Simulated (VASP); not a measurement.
Here is a VASP 6.6.1 calculation.

Contents of INCAR:

```
SYSTEM = Zn16TeS15
  ALGO = Normal
  EDIFF = 1E-7
  ENCUT = 520
  GGA = PE
  ISIF = 2
  ISMEAR = -1
  LASPH = .TRUE.
  LCHARG = .FALSE.
  LREAL = Auto
  LWAVE = .FALSE.
  NBANDS = 166
  NELM = 60
  PREC = Accurate
  SIGMA = 0.01
```

KPOINTS

```
k-points
0
G
  3 3 2
  0 0 0
```

POSCAR

```
Zn16TeS15
1.0
    7.6220000000      0.0000000000      0.0000000000
   -3.8110000000      6.6008456276      0.0000000000
    0.0000000000      0.0000000000     12.4680000000
Zn Te S
16 1 15
Direct
    0.1666666667      0.3333333333     -0.0182150718
    0.1666666667      0.3333333333      0.5013059841
    0.1683205358      0.8341602679      0.0025631156
    0.1634670841      0.8317335421      0.5050108801
    0.6658397321      0.3316794642      0.0025631156
    0.6682664579      0.3365329159      0.5050108801
    0.6658397321      0.8341602679      0.0025631156
    0.6682664579      0.8317335421      0.5050108801
    0.3447023582      0.1552976418      0.2599034075
    0.3343982404      0.1656017596      0.7490365266
    0.3447023582      0.6894047164      0.2599034075
    0.3343982404      0.6687964809      0.7490365266
    0.8105952836      0.1552976418      0.2599034075
    0.8312035191      0.1656017596      0.7490365266
    0.8333333333      0.6666666667      0.2525961905
    0.8333333333      0.6666666667      0.7563885008
    0.1666666667      0.3333333333      0.1864146911
    0.1666666667      0.3333333333      0.6890100838
    0.1661574141      0.8330787071      0.1897913012
    0.1632751477      0.8316375738      0.6905695906
    0.6669212929      0.3338425859      0.1897913012
    0.6683624262      0.3367248523      0.6905695906
    0.6669212929      0.8330787071      0.1897913012
    0.6683624262      0.8316375738      0.6905695906
    0.3351569912      0.1648430088      0.4449862128
    0.3362733589      0.1637266411      0.9348848624
    0.3351569912      0.6703139823      0.4449862128
    0.3362733589      0.6725467178      0.9348848624
    0.8296860177      0.1648430088      0.4449862128
    0.8274532822      0.1637266411      0.9348848624
    0.8333333333      0.6666666667      0.4394734300
    0.8333333333      0.6666666667      0.9427885010
```

Potentials or basis: VASP PAW PBE potentials, release 64 (Zn, Te, S).

Run with:

```sh
$ cat potpaw_PBE.64/Zn/POTCAR potpaw_PBE.64/Te/POTCAR potpaw_PBE.64/S/POTCAR > POTCAR
$ mpirun -np 1 vasp_std > vasp.out
```

Predict the band gap on the k mesh.

1.82 eV.

Predict the pressure.

4.4 GPa.

What does it give for the largest force?

0.020 eV/Å.

Forces in eV/Å, atoms in the order of the input:
```
Zn   0.000  0.000  0.002
Zn   0.000  0.000  0.003
Zn   0.000  0.000 -0.007
Zn  -0.002 -0.001  0.008
Zn   0.000  0.000 -0.007
Zn   0.000  0.002  0.008
Zn   0.000  0.000 -0.007
Zn   0.002 -0.001  0.008
Zn  -0.005  0.003  0.008
Zn   0.001 -0.001 -0.012
Zn   0.000 -0.005  0.008
Zn   0.000  0.001 -0.012
Zn   0.005  0.003  0.008
Zn  -0.001 -0.001 -0.012
Zn   0.000  0.000  0.008
Zn   0.000  0.000 -0.009
Te   0.000  0.000 -0.020
S    0.000  0.000  0.004
S   -0.003 -0.002  0.000
S    0.001  0.001  0.003
S    0.000  0.004  0.000
S    0.000 -0.002  0.003
S    0.003 -0.002  0.000
S   -0.001  0.001  0.003
S   -0.004  0.002 -0.007
S    0.003 -0.002  0.009
S    0.000 -0.005 -0.007
S    0.000  0.003  0.009
S    0.004  0.002 -0.007
S   -0.003 -0.002  0.009
S    0.000  0.000 -0.003
S    0.000  0.000  0.010
```

Caveat: spin-orbit coupling is left out, which moves the levels of the heavy elements.
